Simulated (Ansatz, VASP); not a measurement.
## Zr in VASP and in Ansatz

INCAR

```
SYSTEM = Zr
PREC = Accurate
ENCUT = 600
EDIFF = 1E-7
ISMEAR = -1
SIGMA = 0.1
LREAL = .False.
LASPH = .True.
NELM = 60
ALGO = Normal
ISIF = 3
LWAVE = .False.
LCHARG = .False.
GGA = B5
ALDAX = 1.0
AGGAX = 1.0
AGGAC = 1.0
ALDAC = 0.0
IBRION = 2
NSW = 80
EDIFFG = -0.01
```

KPOINTS

```
Automatic mesh
0
Gamma
  11 11 6
  0 0 0
```

POSCAR

```
Zr
1.0
    3.2319982225      0.0000000000      0.0000000000
   -1.6159991112      2.7989925656      0.0000000000
    0.0000000000      0.0000000000      5.1470000000
Zr
2
Direct
    0.3333333333      0.6666666667      0.2500000000
    0.6666666667      0.3333333333      0.7500000000
```

Input for Ansatz:

```yaml
crystal:
  lattice:
    - [3.2319982225, 0.0, 0.0]
    - [-1.6159991112, 2.7989925656, 0.0]
    - [0.0, 0.0, 5.147]
  atoms:
    - { symbol: Zr, position: [0.3333333333, 0.6666666667, 0.25] }
    - { symbol: Zr, position: [0.6666666667, 0.3333333333, 0.75] }
hamiltonian:
  xc: blyp
  pseudopotentials:
    kind: paw
    azcp:
      Zr: "pseudopotentials/Zr.paw.azcp"
basis:
  ecutwfc: 420
  fft_grid_basis: typed
kpoints:
  mp_grid: { grid: [11, 11, 6], shift: [0, 0, 0] }
magnetization:
  spin_polarized: false
scf:
  occupations: { method: fermi_dirac, width: 0.1 }
relax:
  max_steps: 60
  f_tol: 0.01
  cell: {}
```

Alike in both runs: task relaxation of cell and atoms; functional BLYP; k mesh 11 × 11 × 6; occupations fermi-dirac, width 0.1 eV; no spin polarisation.

|  | VASP | Ansatz |
| --- | --- | --- |
| version | VASP 6.6.1 | Ansatz 0.2.0 |
| potentials or method | VASP PAW PBE potentials, release 64 (Zr_sv), cutoff 600 eV | plane waves (420 eV) with PAW, scalar-relativistic |
| valence electrons in the cell | 24 | 24 |

Ansatz gave:

| Quantity | Value |
| --- | --- |
| relaxed volume (Å³/atom) | 24.18 |
| relaxed cell length with the largest relative difference (Å) | 5.233 |

Q: Which values does VASP return?

A: Relaxed volume (Å³/atom): 24.21; relaxed cell length with the largest relative difference (Å): 5.239.

VASP's potentials were made for PBE, not for BLYP.
